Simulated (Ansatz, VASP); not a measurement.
**Two plane-wave programs on ZnSe**

Contents of INCAR:

```
PREC = Accurate
ENCUT = 520
EDIFF = 1E-6
ISMEAR = 0
SIGMA = 0.01
LREAL = F
LASPH = T
NELM = 100
ALGO = Normal
ISIF = 2
LWAVE = F
LCHARG = F
NBANDS = 16
```

The input KPOINTS:

```
regular mesh
0
Gamma
  6 6 6
```

Contents of POSCAR:

```
ZnSe
1.0
    0.0000000000      2.8324206839      2.8324206839
    2.8324206839      0.0000000000      2.8324206839
    2.8324206839      2.8324206839      0.0000000000
Zn Se
1 1
Direct
    0.0000000000      0.0000000000      0.0000000000
    0.2500000000      0.2500000000      0.2500000000
```

Input for Ansatz:

```yaml
crystal:
  lattice:
    - [0.0, 2.8324206839, 2.8324206839]
    - [2.8324206839, 0.0, 2.8324206839]
    - [2.8324206839, 2.8324206839, 0.0]
  atoms:
    - { symbol: Zn, position: [0.0, 0.0, 0.0] }
    - { symbol: Se, position: [0.25, 0.25, 0.25] }
kpoints:
  mp_grid: { grid: [6, 6, 6] }
hamiltonian:
  xc: lda
scf:
  occupations: { method: fixed }
output:
  optics:
    e_range: [0, 6]
    de: 0.2
    sigma: 0.03
    scissors: 1.5
    scheme: fermi_dirac
    bands: auto
```

Alike in both runs: task single point; functional LDA; k mesh 6 × 6 × 6; no spin polarisation.

```csv
,VASP,Ansatz
version,VASP 6.6.1,Ansatz 0.2.0
potentials or method,"VASP PAW LDA potentials, release 64 (Zn, Se)","plane waves, PAW"
plane-wave cutoff (eV),520,420
occupations,"gaussian, width 0.01 eV",fixed
valence electrons in the cell,18,28
```

```tsv
	VASP	Ansatz	Ansatz less VASP
gap on the k mesh at the Fermi level (eV)	1.07	1.04	-0.037
```

LDA's correlation is that of Perdew and Zunger in VASP and of Perdew and Wang (1992) in Ansatz. VASP's potentials hold 18 valence electrons a cell and Ansatz's 28, so a difference there can come from the potentials and not from the codes.
